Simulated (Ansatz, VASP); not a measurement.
## BaTiO3: VASP beside Ansatz

```
CELL_PARAMETERS angstrom
4.00600 0.00000 0.00000
0.00000 4.00600 0.00000
0.00000 0.00000 4.00600
ATOMIC_POSITIONS crystal
Ba 0.50000 0.50000 0.50000
Ti 0.00000 0.00000 0.00000
O 0.50000 0.00000 0.00000
O 0.00000 0.50000 0.00000
O 0.00000 0.00000 0.50000
```

Alike in both runs: task relaxation of cell and atoms; functional PBE; dispersion D4; k mesh 6 × 6 × 6; occupations fermi-dirac, width 0.02 eV; no spin polarisation.

|  | VASP | Ansatz |
| --- | --- | --- |
| version | VASP 6.6.1 | Ansatz 0.2.0 |
| potentials or method | VASP PAW PBE potentials, release 64 (Ba_sv, Ti_sv, O), cutoff 600 eV | plane waves, PAW |
| valence electrons in the cell | 40 | 40 |

Ansatz gave:

- relaxed volume (Å³/atom): 12.76
- relaxed cell length with the largest relative difference (Å): 3.996

Task: Estimate VASP's values.

Result: Relaxed volume (Å³/atom): 12.86; relaxed cell length with the largest relative difference (Å): 4.006.

Spin-orbit coupling is off throughout. Noted on VASP's run: the relaxation stopped at its first step, so nothing moved.
